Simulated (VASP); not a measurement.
# SrO (Fm-3m) in VASP: further runs

SrO is run at these levels: LDA; tasks: single point.

Program: VASP 6.6.1. These are calculated values, not measurements. Logs are shortened: lines on timing, memory, paths and dates and some standing lists are left out, and cuts for length are marked.

**1. The cell of the first run**

Symmetry: Fm-3m, No. 225, cubic system. Conventional cell: a = 5.174 Å, b = 5.174 Å, c = 5.174 Å, α = 90.00°, β = 90.00°, γ = 90.00°. Sr (site symmetry m-3m) has 6 O at 2.59 Å within 3.4 Å. O (site symmetry m-3m) has 6 Sr at 2.59 Å within 3.4 Å.

**2. Single point, LDA (volume scaled by 1.02)**

File INCAR:

```
ALGO = Normal
EDIFF = 1E-6
ENCUT = 520
ISIF = 2
ISMEAR = -1
LASPH = T
LCHARG = T
LELF = T
LREAL = F
LVHAR = T
LWAVE = F
NBANDS = 15
NELM = 100
PREC = Accurate
SIGMA = 0.02
```

File KPOINTS:

```
k-points
0
Gamma
  8 8 8
```

File POSCAR:

```
SrO
1.0
    0.0000000000      2.5868190390      2.5868190390
    2.5868190390      0.0000000000      2.5868190390
    2.5868190390      2.5868190390      0.0000000000
Sr O
1 1
Direct
    0.0000000000      0.0000000000      0.0000000000
    0.5000000000      0.5000000000      0.5000000000
```

Potentials or basis: VASP PAW LDA potentials, release 64 (Sr_sv, O).

Launch:

```console
> cat potpaw_LDA.64/Sr_sv/POTCAR potpaw_LDA.64/O/POTCAR > POTCAR
> mpirun -np 1 vasp_std > vasp.out
```

OUTCAR:

```text
EDIFF = 1E-6
   ENCUT = 520
   ISIF = 2
   ISMEAR = -1
   LASPH = T
   LREAL = F
   NELM = 100
   PREC = Accurate

 ion  position               nearest neighbor table
   1  0.000  0.000  0.000-   2 2.59   2 2.59   2 2.59   2 2.59   2 2.59   2 2.59
   2  0.500  0.500  0.500-   1 2.59   1 2.59   1 2.59   1 2.59   1 2.59   1 2.59

  LATTYP: Found a face centered cubic cell.
 ALAT       =     5.1736380780

  Lattice vectors:

 A1 = (   0.0000000000,   2.5868190390,   2.5868190390)
 A2 = (   2.5868190390,   0.0000000000,   2.5868190390)
 A3 = (   2.5868190390,   2.5868190390,   0.0000000000)

Analysis of symmetry for initial positions (statically):
=====================================================================
 Subroutine PRICEL returns:
 Original cell was already a primitive cell.

 Routine SETGRP: Setting up the symmetry group for a
 face centered cubic supercell.

 Subroutine GETGRP returns: Found 48 space group operations
 (whereof 48 operations were pure point group operations)
 out of a pool of 48 trial point group operations.

The static configuration has the point symmetry O_h .

Analysis of symmetry for dynamics (positions and initial velocities):
=====================================================================
 Subroutine PRICEL returns:
 Original cell was already a primitive cell.

 Routine SETGRP: Setting up the symmetry group for a
 face centered cubic supercell.

 Subroutine GETGRP returns: Found 48 space group operations
 (whereof 48 operations were pure point group operations)
 out of a pool of 48 trial point group operations.

The dynamic configuration has the point symmetry O_h .

 Subroutine INISYM returns: Found 48 space group operations
 (whereof 48 operations are pure point group operations),
 and found     1 'primitive' translations

----------------------------------------------------------------------------------------

                                     Primitive cell

  volume of cell :      34.6201

  direct lattice vectors                    reciprocal lattice vectors
     0.000000000  2.586819039  2.586819039    -0.193287583  0.193287583  0.193287583
     2.586819039  0.000000000  2.586819039     0.193287583 -0.193287583  0.193287583
     2.586819039  2.586819039  0.000000000     0.193287583  0.193287583 -0.193287583

  length of vectors
     3.658314568  3.658314568  3.658314568     0.334783914  0.334783914  0.334783914

  position of ions in fractional coordinates (direct lattice)
     0.000000000  0.000000000  0.000000000
     0.500000000  0.500000000  0.500000000

  ion indices of the primitive-cell ions
   primitive index   ion index
                 1           1
                 2           2

----------------------------------------------------------------------------------------

 KPOINTS: k-points

Automatic generation of k-mesh.
 Grid dimensions read from file:
 generate k-points for:    8    8    8

 Generating k-lattice:

  Cartesian coordinates                     Fractional coordinates (reciprocal lattice)
    -0.024160948  0.024160948  0.024160948     0.125000000  0.000000000  0.000000000
     0.024160948 -0.024160948  0.024160948     0.000000000  0.125000000  0.000000000
     0.024160948  0.024160948 -0.024160948     0.000000000  0.000000000  0.125000000

  Length of vectors
     0.041847989  0.041847989  0.041847989

  Shift w.r.t. Gamma in fractional coordinates (k-lattice)
     0.000000000  0.000000000  0.000000000

 Subroutine IBZKPT returns following result:
 ===========================================

 Found     29 irreducible k-points:

 Following reciprocal coordinates:
            Coordinates               Weight
  0.000000  0.000000  0.000000      1.000000
  0.125000  0.000000  0.000000      8.000000
  0.250000  0.000000  0.000000      8.000000
  0.375000  0.000000  0.000000      8.000000
  0.500000  0.000000  0.000000      4.000000
  0.125000  0.125000  0.000000      6.000000
[... 16 lines left out ...]
  0.500000  0.250000  0.125000     48.000000
 -0.375000  0.250000  0.125000     24.000000
 [... further k-points ...]
   k-points           NKPTS =     29   k-points in BZ     NKDIM =     29   number of bands    NBANDS=     15
   number of dos      NEDOS =    301   number of ions     NIONS =      2
   total plane-waves  NPLWV =  21952
   dimension x,y,z NGX =    28 NGY =   28 NGZ =   28
   dimension x,y,z NGXF=    56 NGYF=   56 NGZF=   56
   ions per type =               1   1
   NGX,Y,Z   is equivalent  to a cutoff of  12.72, 12.72, 12.72 a.u.
   NGXF,Y,Z  is equivalent  to a cutoff of  25.45, 25.45, 25.45 a.u.
 SYSTEM =  unknown system
   PREC   = accura    normal or accurate (medium, high low for compatibility)
   ISTART =      0    job   : 0-new  1-cont  2-samecut
   ICHARG =      2    charge: 1-file 2-atom 10-const
   ISPIN  =      1    spin polarized calculation?
   LNONCOLLINEAR =      F non collinear calculations
   LSORBIT =      F    spin-orbit coupling
   LASPH  =      T    aspherical Exc in radial PAW
   ENCUT  =  520.0 eV  38.22 Ry    6.18 a.u.   6.80  6.80  6.80*2*pi/ulx,y,z
   NELM   =    100;   NELMIN=  2; NELMDL= -5     # of ELM steps
   EDIFF  = 0.1E-05   stopping-criterion for ELM
   LREAL  =      F    real-space projection
   EDIFFG = 0.1E-04   stopping-criterion for IOM
   NSW    =      0    number of steps for IOM
   IBRION =     -1    ionic relax: 0-MD 1-quasi-New 2-CG
   NFREE  =      0    steps in history (QN), initial steepest desc. (CG)
   ISIF   =      2    stress and relaxation
   ISYM   =      2    0-nonsym 1-usesym 2-fastsym
   POTIM  = 0.5000    time-step for ionic-motion
   TEBEG  =    0.0;   TEEND  =   0.0 temperature during run
   PSTRESS=    0.0 pullay stress
   NELECT =      16.0000    total number of electrons
   NUPDOWN=      -1.0000    fix difference up-down
   EMIN   =  10.00;   EMAX   =-10.00  energy-range for DOS
   EFERMI =   0.00;   METHOD = LEGACY
   ISMEAR =    -1;   SIGMA  =   0.02  broadening in eV -4-tet -1-fermi 0-gaus
   EFERMI_NEDOS =   21; number of points for ismear=-14 and -15
   IALGO  =     38    algorithm
   IMIX   =      4    mixing-type and parameters
     AMIX     =   0.40;   BMIX     =  1.00
     AMIX_MAG =   1.60;   BMIX_MAG =  1.00
  volume/ion in A,a.u.               =      17.31       116.81
  Fermi-wavevector in a.u.,A,eV,Ry     =   1.265723  2.391870 21.797288  1.602055
  Thomas-Fermi vector in A             =   2.398962
   LORBIT       =      0    0 simple, 1 ext, 2 COOP (PROOUT), +10 PAW based schemes
   GGA     = CA    functional components
   LHFCALC =     F    Hartree Fock is set to
   AEXX    =    0.0000 exact exchange contribution
   IVDW    =     0    specifies the selected vdW correction
   LEPSILON=     F    determine dielectric tensor
   LRPA    =     F    only Hartree local field effects (RPA)
 non-spin polarized calculation
  energy-cutoff  :      520.00
  volume of cell :       34.62
 maximum number of plane-waves:       950
   NGX = 13   NGY = 13   NGZ = 13

 number of electron      15.9999998 magnetization

 Free energy of the ion-electron system (eV)
  ---------------------------------------------------
  ext. energy  EPLUGINS =         0.00000000
  ---------------------------------------------------
  free energy    TOTEN  =       -13.35687722 eV

  energy without entropy =      -13.35687722  energy(sigma->0) =      -13.35687722

 E-fermi :   1.6840     XC(G=0): -10.4412

 val. band max:        1.2547128857   @ k =   0.0000   0.0000   0.0000
 cond. band min:       4.3672579336   @ k =   0.5000   0.5000   0.0000
 fundamental gap:      3.1125450479
 Fermi energy:         1.6839562149

 k-point     1 :       0.0000    0.0000    0.0000
  band No.  band energies     occupation
      1     -30.8925      2.00000
      2     -13.4817      2.00000
      3     -12.6381      2.00000
      4     -12.6381      2.00000
      5     -12.6381      2.00000
      6       1.2547      2.00000
      7       1.2547      2.00000
      8       1.2547      2.00000
      9       4.9270      0.00000
     10       7.3197      0.00000
     11       7.3197      0.00000
     12       7.3197      0.00000
     13       9.5015      0.00000
     14       9.5015      0.00000
     15      13.6127      0.00000

 k-point     2 :       0.1250    0.0000    0.0000
  band No.  band energies     occupation
      1     -30.8733      2.00000
      2     -13.8991      2.00000
      3     -12.6504      2.00000
      4     -12.6504      2.00000
      5     -12.2667      2.00000
      6       0.7855      2.00000
      7       1.0596      2.00000
      8       1.0596      2.00000
      9       5.6320      0.00000
     10       7.1610      0.00000
     11       7.6242      0.00000
     12       7.6242      0.00000
     13       9.9023      0.00000
     14       9.9023      0.00000
     15      14.6143      0.00000

 k-point     3 :       0.2500    0.0000    0.0000
  band No.  band energies     occupation
      1     -30.8263      2.00000
      2     -14.4952      2.00000
      3     -12.6797      2.00000
      4     -12.6797      2.00000
      5     -11.7824      2.00000
      6      -0.0534      2.00000
      7       0.6388      2.00000
      8       0.6388      2.00000
      9       7.0393      0.00000
     10       7.2041      0.00000
     11       8.4512      0.00000
     12       8.4512      0.00000
     13      10.9053      0.00000
     14      10.9053      0.00000
     15      16.6250      0.00000
[... 343 lines left out ...]
 k-point    23 :       0.5000    0.2500    0.1250
  band No.  band energies     occupation
      1     -30.7543      2.00000
      2     -14.6948      2.00000
      3     -12.9999      2.00000
      4     -12.8104      2.00000
      5     -11.7396      2.00000
      6      -0.3090      2.00000
      7       0.3293      2.00000
      8       0.7250      2.00000
      9       6.6492      0.00000
     10       8.1938      0.00000
     11       9.9854      0.00000
     12      10.1782      0.00000
     13      12.1619      0.00000
     14      13.0698      0.00000
     15      15.1123      0.00000

 k-point    24 :      -0.3750    0.2500    0.1250
  band No.  band energies     occupation
      1     -30.7386      2.00000
      2     -14.7636      2.00000
      3     -13.0231      2.00000
      4     -12.8625      2.00000
      5     -11.7084      2.00000
      6      -0.3467      2.00000
      7       0.3932      2.00000
      8       0.4649      2.00000
      9       7.4418      0.00000
     10       7.7883      0.00000
     11      10.3708      0.00000
     12      10.6000      0.00000
     13      12.6989      0.00000
     14      13.9321      0.00000
     15      14.1607      0.00000

 [... further k-points ...]
[... 5 lines left out ...]
  --------------------------------------------------------------------------------------
  -------------------------------------------------------------------------------------
  Total       -1.1146475     -1.1146475     -1.1146475      0.0000000     -0.0000000      0.0000000
  in kB      -51.5845924    -51.5845924    -51.5845924      0.0000000     -0.0000000      0.0000000
  external PRESSURE =     -51.5845924 kB  Pullay stress =       0.0000000 kB

 VOLUME and BASIS-vectors are now :
 -----------------------------------------------------------------------------
  energy-cutoff  :      520.00
  volume of cell :       34.62
      direct lattice vectors                 reciprocal lattice vectors
     0.000000000  2.586819039  2.586819039    -0.193287583  0.193287583  0.193287583
     2.586819039  0.000000000  2.586819039     0.193287583 -0.193287583  0.193287583
     2.586819039  2.586819039  0.000000000     0.193287583  0.193287583 -0.193287583

 POSITION                                       TOTAL-FORCE (eV/Angst)
 -----------------------------------------------------------------------------------
      0.00000      0.00000      0.00000         0.000000     -0.000000     -0.000000
      2.58682      2.58682      2.58682        -0.000000      0.000000      0.000000
 -----------------------------------------------------------------------------------
    total drift:                                0.000000      0.000000      0.000000

  FREE ENERGIE OF THE ION-ELECTRON SYSTEM (eV)
  ---------------------------------------------------
  free  energy   TOTEN  =       -13.3568772180 eV

  energy  without entropy=      -13.3568772180  energy(sigma->0) =      -13.35687722
```

It took 9.4 s on 1 thread of Intel Xeon 6975P-C, shared host; peak memory 0.15 GiB.

What came out:

| Property | Result |
| --- | --- |
| Free energy | -13.3569 eV |
| Pressure | -5.2 GPa |
| Band gap on the k mesh | 3.11 eV, indirect (least direct gap 3.21 eV) |

Levels at points of the mesh, in eV from the valence-band top:
```csv
k point,band 6,band 7,band 8,band 9,band 10,band 11
"(0.00, 0.00, 0.00)",0.00,0.00,0.00,3.67,6.07,6.07
"(0.50, 0.00, 0.00)",-2.21,-1.12,-1.12,6.37,8.13,8.70
"(0.50, 0.50, 0.00)",-0.46,-0.10,-0.10,3.11,7.61,10.02
```

 A k mesh can miss the band edges.

**3. Single point, LDA (volume scaled by 1.06)**

File INCAR:

```
PREC = Accurate ; ENCUT = 520
EDIFF = 1E-6 ; ISMEAR = -1
SIGMA = 0.02 ; LREAL = False
LASPH = True ; NELM = 60
ALGO = Normal ; ISIF = 2
LWAVE = False ; LCHARG = False
GGA = CA ; NBANDS = 15
```

File KPOINTS:

```
regular mesh
0
Gamma
  8 8 8
```

File POSCAR:

```
SrO
1.0
    0.0000000000      2.6202010311      2.6202010311
    2.6202010311      0.0000000000      2.6202010311
    2.6202010311      2.6202010311      0.0000000000
Sr O
1 1
Direct
    0.0000000000      0.0000000000      0.0000000000
    0.5000000000      0.5000000000      0.5000000000
```

Potentials or basis: VASP PAW LDA potentials, release 64 (Sr_sv, O).

Launch:

```console
> cat potpaw_LDA.64/Sr_sv/POTCAR potpaw_LDA.64/O/POTCAR > POTCAR
> mpirun -np 1 vasp_std > vasp.out
```

OUTCAR:

```text
PREC = Accurate
   ENCUT = 520
   EDIFF = 1E-6
   ISMEAR = -1
   LREAL = False
   LASPH = True
   NELM = 60
   ISIF = 2
   GGA = CA

 ion  position               nearest neighbor table
   1  0.000  0.000  0.000-   2 2.62   2 2.62   2 2.62   2 2.62   2 2.62   2 2.62
   2  0.500  0.500  0.500-   1 2.62   1 2.62   1 2.62   1 2.62   1 2.62   1 2.62

  LATTYP: Found a face centered cubic cell.
 ALAT       =     5.2404020622

  Lattice vectors:

 A1 = (   0.0000000000,   2.6202010311,   2.6202010311)
 A2 = (   2.6202010311,   0.0000000000,   2.6202010311)
[... 608 lines left out ...]
     11       9.8822      0.00000
     12      10.1833      0.00000
     13      12.1742      0.00000
     14      13.3668      0.00000
     15      13.5201      0.00000

 [... further k-points ...]
[... 5 lines left out ...]
  --------------------------------------------------------------------------------------
  -------------------------------------------------------------------------------------
  Total       -1.7904513     -1.7904513     -1.7904513      0.0000000     -0.0000000      0.0000000
  in kB      -79.7332123    -79.7332123    -79.7332123      0.0000000     -0.0000000      0.0000000
  external PRESSURE =     -79.7332123 kB  Pullay stress =       0.0000000 kB

 VOLUME and BASIS-vectors are now :
 -----------------------------------------------------------------------------
  energy-cutoff  :      520.00
  volume of cell :       35.98
      direct lattice vectors                 reciprocal lattice vectors
     0.000000000  2.620201031  2.620201031    -0.190825053  0.190825053  0.190825053
     2.620201031  0.000000000  2.620201031     0.190825053 -0.190825053  0.190825053
     2.620201031  2.620201031  0.000000000     0.190825053  0.190825053 -0.190825053

 POSITION                                       TOTAL-FORCE (eV/Angst)
 -----------------------------------------------------------------------------------
      0.00000      0.00000      0.00000        -0.000000      0.000000      0.000000
      2.62020      2.62020      2.62020         0.000000     -0.000000     -0.000000
 -----------------------------------------------------------------------------------
    total drift:                                0.000000      0.000000      0.000000

  FREE ENERGIE OF THE ION-ELECTRON SYSTEM (eV)
  ---------------------------------------------------
  free  energy   TOTEN  =       -13.3017827133 eV

  energy  without entropy=      -13.3017827133  energy(sigma->0) =      -13.30178271
```

OSZICAR:

```text
N       E                     dE             d eps       ncg     rms          rms(c)
DAV:   1     0.685968063983E+02    0.68597E+02   -0.83717E+03   870   0.104E+03
DAV:   2    -0.122035522938E+02   -0.80800E+02   -0.75148E+02  1206   0.224E+02
DAV:   3    -0.154192027047E+02   -0.32157E+01   -0.32012E+01  1122   0.404E+01
DAV:   4    -0.154772932667E+02   -0.58091E-01   -0.58081E-01  1094   0.538E+00
DAV:   5    -0.154790948479E+02   -0.18016E-02   -0.18016E-02  1104   0.721E-01    0.154E+01
DAV:   6    -0.135606724626E+02    0.19184E+01   -0.66494E+00   891   0.189E+01    0.188E+01
DAV:   7    -0.133519466497E+02    0.20873E+00   -0.40391E-01   982   0.534E+00    0.102E+01
DAV:   8    -0.133009676781E+02    0.50979E-01   -0.13371E-01  1136   0.342E+00    0.105E+00
DAV:   9    -0.133019487268E+02   -0.98105E-03   -0.80115E-03  1066   0.544E-01    0.307E-01
DAV:  10    -0.133017829202E+02    0.16581E-03   -0.17446E-04   975   0.148E-01    0.170E-01
DAV:  11    -0.133017797723E+02    0.31478E-05   -0.98460E-05  1066   0.101E-01    0.260E-02
DAV:  12    -0.133017827341E+02   -0.29618E-05   -0.98268E-06  1056   0.232E-02    0.898E-03
DAV:  13    -0.133017827133E+02    0.20797E-07   -0.13266E-06   743   0.101E-02
   1 F= -.13301783E+02 E0= -.13301783E+02  d E =-.480067E-13
```

stdout:

```text
POSCAR found type information on POSCAR SrO
 POSCAR found :  2 types and       2 ions
 scaLAPACK will be used
 LDA part: xc-table for (Slater(with rela. corr.)+CA(PZ))
 , standard interpolation
 POSCAR, INCAR and KPOINTS ok, starting setup
 FFT: planning ... GRIDC
 FFT: planning ... GRID_SOFT
 FFT: planning ... GRID
 WAVECAR not read
 entering main loop
```

Run time: 8.8 s. Hardware: 1 thread of Intel Xeon 6975P-C, shared host; peak memory 0.15 GiB.

What came out:

```
Free energy            : -13.3018 eV
Pressure               : -8.0 GPa
Band gap on the k mesh : 3.13 eV, indirect (least direct gap 3.25 eV)
```

 A k mesh can miss the band edges.
